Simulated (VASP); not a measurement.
A run of VASP 6.6.1 is set up as follows.

The input INCAR:

```
PREC     = Accurate       # precision mode
ENCUT    = 520            # plane-wave cutoff, eV
EDIFF    = 1E-6           # SCF threshold, eV
ISMEAR   = -1             # smearing method
SIGMA    = 0.08           # smearing width, eV
LREAL    = False          # projectors in reciprocal space
LASPH    = True           # aspherical terms in the spheres
NELM     = 80             # most SCF steps
ALGO     = Normal         # electronic algorithm
ISIF     = 2              # what is computed and relaxed
LWAVE    = False          # write WAVECAR
LCHARG   = False          # write CHGCAR
GGA      = PE             # functional
NBANDS   = 11             # bands
```

Contents of KPOINTS:

```
regular mesh
0
Gamma
  6 6 6
```

File POSCAR:

```
AlN
1.0
    0.0000000000      2.2016024868      2.2016024868
    2.2016024868      0.0000000000      2.2016024868
    2.2016024868      2.2016024868      0.0000000000
Al N
1 1
Direct
    0.0000000000      0.0000000000      0.0000000000
    0.2500000000      0.2500000000      0.2500000000
```

Potentials or basis: VASP PAW PBE potentials, release 64 (Al, N).

The run is started by

```sh
$ cat potpaw_PBE.64/Al/POTCAR potpaw_PBE.64/N/POTCAR > POTCAR
$ mpirun -np 1 vasp_std > vasp.out
```

(1) Estimate the pressure.

(2) What does it give for the band gap on the k mesh?

Results:

(1) -0.3 GPa.

(2) 3.30 eV, indirect (least direct gap 3.98 eV).
